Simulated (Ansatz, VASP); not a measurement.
# Two plane-wave programs on AgBr

```xyz
2
Lattice="0.0000 2.9806 2.9806 2.9806 0.0000 2.9806 2.9806 2.9806 0.0000" Properties=species:S:1:pos:R:3 pbc="T T T"
Ag    0.0000    0.0000    0.0000
Br    2.9806    2.9806    2.9806
```

Alike in both runs: task single point; functional PBE; k mesh 5 × 5 × 5; no spin polarisation.

|  | VASP | Ansatz |
| --- | --- | --- |
| version | VASP 6.6.1 | Ansatz 0.2.0 |
| potentials or method | VASP PAW PBE potentials, release 64 (Ag, Br), cutoff 500 eV | plane waves, PAW |
| occupations | gaussian, width 0.01 eV | fixed |
| valence electrons in the cell | 18 | 26 |

```csv
,VASP,Ansatz,Ansatz less VASP
pressure (GPa),-2.0,-2.0,+0.03
```

VASP's potentials hold 18 valence electrons a cell and Ansatz's 26, so a difference there can come from the potentials and not from the codes.
